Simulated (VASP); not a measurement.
## AlN: single point with BLYP

AlN:

```
CELL_PARAMETERS angstrom
0.00000 2.13941 2.13941
2.13941 0.00000 2.13941
2.13941 2.13941 0.00000
ATOMIC_POSITIONS crystal
Al 0.00000 0.00000 0.00000
N 0.25000 0.25000 0.25000
```

```yaml
Program: VASP 6.6.1
Task: single point
Functional: BLYP
Potentials_or_basis: VASP PAW PBE potentials, release 64 (Al, N)
Cutoff: 520 eV
k_mesh: 10 × 10 × 10
Occupations: fermi-dirac, width 0.05 eV
Spin: no spin polarisation
Dipole_correction: no
Further_INCAR_settings: ALGO = Normal; EDIFF = 1e-07; NBANDS = 11
```

The pressure is 23.4 GPa and the band gap on the k mesh is 3.71 eV, indirect (least direct gap 5.05 eV).

Levels at points of the mesh, in eV from the valence-band top:
```tsv
k point	band 1	band 2	band 3	band 4	band 5	band 6	band 7	band 8	band 9
(0.00, 0.00, 0.00)	-15.24	0.00	0.00	0.00	5.05	13.25	13.25	13.25	18.30
(0.50, 0.00, 0.00)	-13.04	-5.99	-0.48	-0.48	8.14	10.58	11.69	11.69	19.08
(0.50, 0.50, 0.00)	-12.35	-5.02	-1.81	-1.81	3.71	9.19	14.88	16.61	16.61
```

It took 11 s on 1 thread of Intel(R) Xeon(R) Platinum 8375C CPU @ 2.90GHz (Ice Lake), on a shared host, peak memory 0.13 GiB.

Caveat: the PAW data sets were made with another functional, which shifts forces and pressure a little. A k mesh can miss the band edges.
